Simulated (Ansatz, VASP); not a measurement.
Two plane-wave programs on AlN

```
CELL_PARAMETERS angstrom
-3.11356 0.00000 0.00000
0.00000 5.39284 0.00000
1.55678 -2.69642 -4.98335
ATOMIC_POSITIONS crystal
Al 0.02186 0.33378 0.99849
Al 0.52186 0.83378 0.99849
Al 0.22663 0.91471 0.49849
Al 0.72663 0.41471 0.49849
N 0.78806 0.14419 0.61651
N 0.28806 0.64419 0.61651
N 0.07846 0.72233 0.11651
N 0.57846 0.22233 0.11651
```

Change from the starting cell: mode 4 frozen in at -0.070 Å and mode 15 at +0.014 Å (largest displacements).

Alike in both runs: task single point; functional PBEsol; k mesh 8 × 8 × 8; occupations gaussian, width 0.05 eV; no spin polarisation.

|  | VASP | Ansatz |
| --- | --- | --- |
| version | VASP 6.6.1 | Ansatz 0.2.0 |
| potentials or method | VASP PAW PBE potentials, release 64 (Al, N), cutoff 520 eV | scalar-relativistic, plane waves, PAW |
| valence electrons in the cell | 32 | 32 |

|  | VASP | Ansatz | Ansatz less VASP |
| --- | --- | --- | --- |
| gap on the k mesh at the Fermi level (eV) | 4.05 | 4.04 | -0.016 |
| least direct gap on the mesh (eV) | 4.05 | 4.04 | -0.016 |
| pressure (GPa) | -0.1 | -0.1 | -0.02 |
| traceless stress, the component that is largest in VASP (GPa) | -1.92 | -1.90 | +0.021 |
| rms of the force components (eV/Å) | 0.240 | 0.239 | -0.0016 |

VASP's potentials were made for PBE, not for PBEsol, and Ansatz warns of the same on its side. Atom by atom the forces differ by 0.002 eV/Å (rms over components).
